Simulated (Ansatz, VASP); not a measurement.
**Two plane-wave programs on SrHgN**

Contents of INCAR:

```
ALGO = Normal
EDIFF = 1E-6
ENCUT = 520
GGA = PE
ISIF = 2
ISMEAR = 0
LASPH = True
LCHARG = False
LREAL = False
LWAVE = False
NBANDS = 20
NELM = 80
PREC = Accurate
SIGMA = 0.1
```

Contents of KPOINTS:

```
k-points
0
Gamma
  6 6 4
```

POSCAR

```
SrHgN
1.0
    4.1964332200      0.0000000000      0.0000000000
   -2.0982166100      3.6342177700      0.0000000000
    0.0000000000      0.0000000000      4.1920265900
Sr Hg N
1 1 1
Direct
    0.6666666700      0.3333333300      0.5000000000
    0.0000000000      0.0000000000      0.0000000000
    0.3333333300      0.6666666700      0.0000000000
```

Input for Ansatz:

```yaml
crystal:
  lattice:
    - [4.19643322, 0.0, 0.0]
    - [-2.09821661, 3.63421777, 0.0]
    - [0.0, 0.0, 4.19202659]
  atoms:
    - { symbol: Sr, position: [0.66666667, 0.33333333, 0.5] }
    - { symbol: Hg, position: [0.0, 0.0, 0.0] }
    - { symbol: "N", position: [0.33333333, 0.66666667, 0.0] }
basis:
  ecutwfc: 420
kpoints:
  mp_grid: { grid: [6, 6, 4] }
hamiltonian:
  xc: pbe
scf:
  occupations: { method: gaussian, width: 0.1 }
  lower_state_search: "off"
output:
  forces: true
  stress: true
  eigenvalues: true
```

Change from the starting cell: species swapped into the PrNiAs type (P-6m2, No. 187).

Alike in both runs: task single point; functional PBE; k mesh 6 × 6 × 4; occupations gaussian, width 0.1 eV; no spin polarisation.

|  | VASP | Ansatz |
| --- | --- | --- |
| version | VASP 6.6.1 | Ansatz 0.2.0 |
| potentials or method | VASP PAW PBE potentials, release 64 (Sr_sv, Hg, N), cutoff 520 eV | scalar-relativistic, plane waves, PAW |
| valence electrons in the cell | 27 | 35 |

```csv
,VASP,Ansatz,Ansatz less VASP
gap on the k mesh at the Fermi level (eV),none,none,-
pressure (GPa),0.4,0.0,-0.38
"traceless stress, the component that is largest in VASP (GPa)",-0.44,-0.25,+0.191
```

A gap of «none» marks a metal or a gap that the smearing closes. VASP's potentials hold 27 valence electrons a cell and Ansatz's 35, so a difference there can come from the potentials and not from the codes.

The k mesh is coarse, so the values compare programs but aren't converged. Neither program's run includes spin-orbit coupling.
